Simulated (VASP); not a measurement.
Input of a VASP 6.6.1 run:

File INCAR:

```
ALGO = Normal ; EDIFF = 1E-6
ENCUT = 500 ; GGA = PE
GGA_COMPAT = False ; ISIF = 2
ISMEAR = 0 ; LASPH = True
LCHARG = False ; LREAL = False
LWAVE = False ; NBANDS = 24
NELM = 120 ; PREC = Accurate
SIGMA = 0.2
```

File KPOINTS:

```
k-points
0
Gamma
  5 5 5
```

The input POSCAR:

```
Hf3H
1.0
    3.0147423401      1.7405622997      2.3946690642
   -3.0147423401      1.7405622997      2.3946690642
    0.0000000000     -3.4811246051      2.3946690600
Hf H
3 1
Direct
    0.5000000000      0.0000000000      0.5000000000
    0.5000000000      0.5000000000      0.0000000000
    0.0000000000      0.5000000000      0.5000000000
    0.0000000000      0.0000000000      0.0000000000
```

Potentials or basis: VASP PAW PBE potentials, release 64 (Hf_pv, H).

The run is started by

```bash
$ cat potpaw_PBE.64/Hf_pv/POTCAR potpaw_PBE.64/H/POTCAR > POTCAR
$ mpirun -np 1 vasp_std > vasp.out
```

(1) Predict the pressure.

Answers

(1) -0.1 GPa.
